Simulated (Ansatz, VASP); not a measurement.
## Two plane-wave programs on Si3N4

```
CELL_PARAMETERS angstrom
0.00000 3.89372 3.89372
3.89372 0.00000 3.89372
3.89372 3.89372 0.00000
ATOMIC_POSITIONS crystal
Si 0.12500 0.12500 0.62500
Si 0.12500 0.62500 0.12500
Si 0.62500 0.12500 0.12500
Si 0.12500 0.12500 0.12500
Si 0.75000 0.75000 0.75000
Si 0.50000 0.50000 0.50000
N 0.36756 0.36756 0.36756
N 0.35269 0.88244 0.88244
N 0.88244 0.88244 0.35269
N 0.88244 0.35269 0.88244
N 0.36756 0.36756 0.89731
N 0.36756 0.89731 0.36756
N 0.88244 0.88244 0.88244
N 0.89731 0.36756 0.36756
```

Alike in both runs: functional PBE; k mesh 6 × 6 × 6; occupations gaussian, width 0.02 eV; no spin polarisation.

Ansatz relaxed the structure, and its values are those at the end. VASP's run is a single point on that final structure, the one shown.

|  | VASP | Ansatz |
| --- | --- | --- |
| version | VASP 6.6.1 | Ansatz 0.2.0 |
| potentials or method | VASP PAW PBE potentials, release 64 (Si, N), cutoff 520 eV | scalar-relativistic, plane waves, PAW |
| valence electrons in the cell | 64 | 64 |

Ansatz gave:

| Item | Value |
| --- | --- |
| gap on the k mesh at the Fermi level (eV) | 3.34 |
| least direct gap on the mesh (eV) | 3.39 |
| pressure (GPa) | 0.2 |
| rms of the force components (eV/Å) | 0.004 |

What did VASP give for the same quantities?

gap on the k mesh at the Fermi level (eV): 3.33; least direct gap on the mesh (eV): 3.37; pressure (GPa): 0.0; rms of the force components (eV/Å): 0.001.

Ansatz's warnings: stress scf threshold loose.
